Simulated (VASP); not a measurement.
Here is a VASP 6.6.1 calculation.

The input INCAR:

```
PREC = Accurate ; ENCUT = 600
EDIFF = 1E-6 ; ISMEAR = 0
SIGMA = 0.1 ; LREAL = False
LASPH = True ; NELM = 150
ALGO = Normal ; ISIF = 3
LWAVE = False ; LCHARG = False
ISPIN = 2 ; MAGMOM = 4.28 0.16
LORBIT = 11 ; LMAXMIX = 4
GGA = PE ; IBRION = 2
NSW = 90 ; EDIFFG = -0.04
```

Contents of KPOINTS:

```
regular mesh
0
Gamma
  6 6 6
```

The input POSCAR:

```
CrF
1.0
    2.6126586116      0.0000000000      0.0000000000
    0.0000000000      2.6126586116      0.0000000000
    0.0000000000      0.0000000000      3.4244489659
Cr F
1 1
Direct
    0.5000000000      0.5000000000      0.5000000000
    0.0000000000      0.0000000000      0.0000000000
```

Potentials or basis: VASP PAW PBE potentials, release 64 (Cr_pv, F).

Launch:

```console
$ cat potpaw_PBE.64/Cr_pv/POTCAR potpaw_PBE.64/F/POTCAR > POTCAR
$ mpirun -np 1 vasp_std > vasp.out
```

Task: Estimate the relaxed cell.

Result: a = 2.997 Å, b = 2.997 Å, c = 3.028 Å, α = 90.00°, β = 90.00°, γ = 90.00°.

Task: What does it give for the space group after relaxing (to 0.1 Å)?

Result: Pm-3m (No. 221).

Task: Predict the site moments.

Result: Cr +4.29; F +0.11 μB.

The path:
```tsv
step	energy change (eV)	largest force (eV/Å)	pressure (GPa)	volume (Å³)
1	0.0000	0.0000	11.74	23.38
2	-0.2881	0.0000	3.97	26.37
3	-0.3314	0.0000	0.73	27.41
4	-0.3500	0.0000	-4.36	29.56
5	-0.3529	0.0000	-3.28	29.02
6	-0.4374	0.0000	-3.44	28.83
7	-0.4724	0.0000	-3.47	28.61
8	-0.4778	0.0000	-3.38	28.48
9	-0.4897	0.0000	1.46	26.73
10	-0.4918	0.0000	-0.01	27.20
```

Caveat: the k points lie up to 0.35 Å⁻¹ apart in the final cell; the volume moved by over 15 % at a fixed basis, so the end points are rough; a cell with one magnetic atom can't hold antiferromagnetic order, which such compounds often take.
